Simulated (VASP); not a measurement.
A run of VASP 6.6.1 is set up as follows.

Contents of INCAR:

```
SYSTEM = MgI2
ALGO = Normal
EDIFF = 1E-7
ENCUT = 520
GGA = PE
ISIF = 2
ISMEAR = 0
LASPH = .TRUE.
LCHARG = .FALSE.
LREAL = .FALSE.
LWAVE = .FALSE.
NBANDS = 15
NELM = 80
PREC = Accurate
SIGMA = 0.05
```

KPOINTS

```
k-points
0
G
  10 10 4
  0 0 0
```

Contents of POSCAR:

```
MgI2
1.0
    4.2061183356      0.0000000000      0.0000000000
   -2.1030591678      3.6426053299      0.0000000000
    0.0000000000      0.0000000000      7.8643666900
Mg I
1 2
Direct
    0.0000000000      0.0000000000      0.0000000000
    0.3333333333      0.6666666667      0.7871718000
    0.6666666667      0.3333333333      0.2128282000
```

Potentials or basis: VASP PAW PBE potentials, release 64 (Mg, I).

Run with:

```bash
$ cat potpaw_PBE.64/Mg/POTCAR potpaw_PBE.64/I/POTCAR > POTCAR
$ mpirun -np 1 vasp_std > vasp.out
```

Q: Predict the band gap on the k mesh.

A: 3.61 eV, indirect (least direct gap 3.71 eV).

Q: Predict the pressure.

A: 0.0 GPa.

Q: Predict the largest force.

A: 0.012 eV/Å.

Forces in eV/Å, atoms in the order of the input:
```
Mg   0.000  0.000  0.000
I    0.000  0.000  0.012
I    0.000  0.000 -0.012
```

Caveat: spin-orbit coupling is left out, which moves the levels of the heavy elements; this functional lacks dispersion, which binds the layers, so the pressure and a relaxed spacing across them are unreliable. A k mesh can miss the band edges.
